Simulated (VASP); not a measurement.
# ZrB2 (P-1) in VASP: notebook, part 2 of 2

VASP 6.6.1. Earlier steps stand in the parts before.

### 4 Electric field gradients, PBE (equal xy, yz and zx shear strains of -1 %)

INCAR

```
PREC     = Accurate       # precision mode
ENCUT    = 420            # plane-wave cutoff, eV
EDIFF    = 1E-8           # SCF threshold, eV
ISMEAR   = -1             # smearing method
SIGMA    = 0.05           # smearing width, eV
LREAL    = False          # projectors in reciprocal space
LASPH    = True           # aspherical terms in the spheres
NELM     = 120            # most SCF steps
ALGO     = Normal         # electronic algorithm
ISIF     = 2              # what is computed and relaxed
LWAVE    = False          # write WAVECAR
LCHARG   = False          # write CHGCAR
GGA      = PE             # functional
LEFG     = True         
NBANDS   = 16             # bands
GGA_COMPAT= False
```

KPOINTS

```
Automatic mesh
0
Gamma
  12 12 9
```

POSCAR

```
ZrB2
1.0
    3.1649998255     -0.0158249991     -0.0158249991
   -1.5962047641      2.7488827515     -0.0057923517
   -0.0176000000     -0.0176000000      3.5200000000
Zr B
1 2
Direct
    0.0000000000      0.0000000000      0.0000000000
    0.3333333333      0.6666666667      0.5000000000
    0.6666666667      0.3333333333      0.5000000000
```

Potentials or basis: VASP PAW PBE potentials, release 64 (Zr_sv, B).

Started as:

```bash
> cat potpaw_PBE.64/Zr_sv/POTCAR potpaw_PBE.64/B/POTCAR > POTCAR
> mpirun -np 1 vasp_std > vasp.out
```

OUTCAR:

```text
PREC = Accurate
   ENCUT = 420
   EDIFF = 1E-8
   ISMEAR = -1
   LREAL = False
   LASPH = True
   NELM = 120
   ISIF = 2
   GGA = PE

 ion  position               nearest neighbor table
   1  0.000  0.000  0.000-   3 2.51   2 2.51   3 2.52   2 2.52   2 2.54   3 2.54   2 2.55   3 2.55
                             2 2.55   3 2.55   3 2.55   2 2.55
   2  0.333  0.667  0.500-   3 1.82   3 1.83   3 1.84   1 2.51   1 2.52   1 2.54   1 2.55   1 2.55
                             1 2.55
   3  0.667  0.333  0.500-   2 1.82   2 1.83   2 1.84   1 2.51   1 2.52   1 2.54   1 2.55   1 2.55
                             1 2.55

  LATTYP: Found a triclinic cell.
 ALAT       =     3.1513790525
 B/A-ratio  =     1.7320508075
[... 687 lines left out ...]
 ion       V_xx      V_yy      V_zz      V_xy      V_xz      V_yz
---------------------------------------------------------------------
   1     -20.528   -20.470    40.998    -4.963   -10.219   -10.220
   2      -0.804    -0.798     1.602    -0.503    -0.340    -0.339
   3      -0.804    -0.798     1.602    -0.503    -0.340    -0.339
---------------------------------------------------------------------

 Electric field gradients after diagonalization (V/A^2)
 (convention: |V_zz| > |V_xx| > |V_yy|)
----------------------------------------------------------------------
 ion       V_xx      V_yy      V_zz     asymmetry (V_yy - V_xx)/ V_zz
----------------------------------------------------------------------
   1     -28.469   -15.536    44.005       0.294
   2      -1.381    -0.298     1.679       0.645
   3      -1.381    -0.298     1.679       0.645
----------------------------------------------------------------------

           NMR quadrupolar parameters

 Cq : quadrupolar parameter    Cq=e*Q*V_zz/h
 eta: asymmetry parameters     (V_yy - V_xx)/ V_zz
 Q  : nuclear electric quadrupole moment in mb (millibarn)
----------------------------------------------------------------------
 ion       Cq(MHz)       eta       Q (mb)
----------------------------------------------------------------------
   1       0.106       0.294       1.000
   2       0.004       0.645       1.000
   3       0.004       0.645       1.000
----------------------------------------------------------------------
```

OSZICAR:

```text
N       E                     dE             d eps       ncg     rms          rms(c)
DAV:   1     0.849769906571E+02    0.84977E+02   -0.85836E+03 20816   0.955E+02
DAV:   2    -0.244178987785E+02   -0.10939E+03   -0.10539E+03 27528   0.263E+02
DAV:   3    -0.276043158649E+02   -0.31864E+01   -0.31757E+01 31032   0.388E+01
DAV:   4    -0.276489672327E+02   -0.44651E-01   -0.44644E-01 26208   0.427E+00
DAV:   5    -0.276499657545E+02   -0.99852E-03   -0.99851E-03 31008   0.425E-01    0.219E+01
DAV:   6    -0.250181753090E+02    0.26318E+01   -0.58266E+00 27520   0.161E+01    0.881E+00
DAV:   7    -0.249714532243E+02    0.46722E-01   -0.62704E-01 28744   0.493E+00    0.320E+00
DAV:   8    -0.249750254080E+02   -0.35722E-02   -0.98994E-02 25440   0.252E+00    0.415E-01
DAV:   9    -0.249706645392E+02    0.43609E-02   -0.21351E-02 26568   0.108E+00    0.214E-01
DAV:  10    -0.249703298396E+02    0.33470E-03   -0.17409E-03 24432   0.375E-01    0.362E-02
DAV:  11    -0.249703385379E+02   -0.86983E-05   -0.59608E-05 27464   0.718E-02    0.105E-02
DAV:  12    -0.249703364294E+02    0.21084E-05   -0.27622E-06 26816   0.141E-02    0.589E-03
DAV:  13    -0.249703364574E+02   -0.27985E-07   -0.29239E-07 29696   0.500E-03    0.150E-03
DAV:  14    -0.249703364406E+02    0.16784E-07   -0.13427E-08 20032   0.115E-03    0.529E-04
DAV:  15    -0.249703363946E+02    0.46066E-07   -0.63347E-09 12960   0.762E-04    0.111E-04
DAV:  16    -0.249703363905E+02    0.41020E-08   -0.10342E-09 12112   0.277E-04
   1 F= -.24970336E+02 E0= -.24969405E+02  d E =-.186244E-02
```

Run time: 5.7 min. Hardware: 1 thread of Oxide Virtual Turin-like, shared host; peak memory 0.29 GiB.

Results:

```yaml
Free_energy: -24.9703 eV
Pressure: 2.7 GPa
Largest_force: 0.023 eV/Å
Band_gap_on_the_k_mesh: zero (bands 9 and 10 overlap by 1.27 eV)
Largest_electric_field_gradient_by_atom: Zr +44.0; B +1.7 V/Å²
```

Forces in eV/Å, atoms in the order of the input:
```
Zr   0.000  0.000  0.000
B   -0.023  0.001 -0.002
B    0.023 -0.001  0.002
```

Stress tensor (GPa, compression positive):
```
2.15 2.67 2.60
2.67 2.14 2.60
2.60 2.60 3.72
```

Levels at points of the mesh, in eV from the Fermi level:
| k point | band 7 | band 8 | band 9 | band 10 | band 11 | band 12 |
| --- | --- | --- | --- | --- | --- | --- |
| (0.00, 0.00, 0.00) | -2.70 | -2.65 | -2.41 | 3.32 | 3.35 | 4.12 |
| (0.50, 0.00, 0.00) | -3.97 | -3.21 | -2.81 | 2.13 | 2.20 | 4.87 |
| (0.00, 0.50, 0.00) | -3.99 | -3.15 | -2.78 | 2.17 | 2.24 | 4.83 |
| (0.50, 0.50, 0.00) | -4.00 | -3.09 | -2.75 | 2.21 | 2.28 | 4.84 |

Electric field gradients, principal values (V/Å²):
| atom | least | middle | greatest (by size) |
| --- | --- | --- | --- |
| 1 Zr | -15.536 | -28.469 | 44.005 |
| 2 B | -0.298 | -1.381 | 1.679 |
| 3 B | -0.298 | -1.381 | 1.679 |

Caveat: the cell differs from its parent crystal (equal xy, yz and zx shear strains of -1 %); without QUAD_EFG the Cq values of the log hold for a quadrupole moment of 1 mb, not for the nuclei.
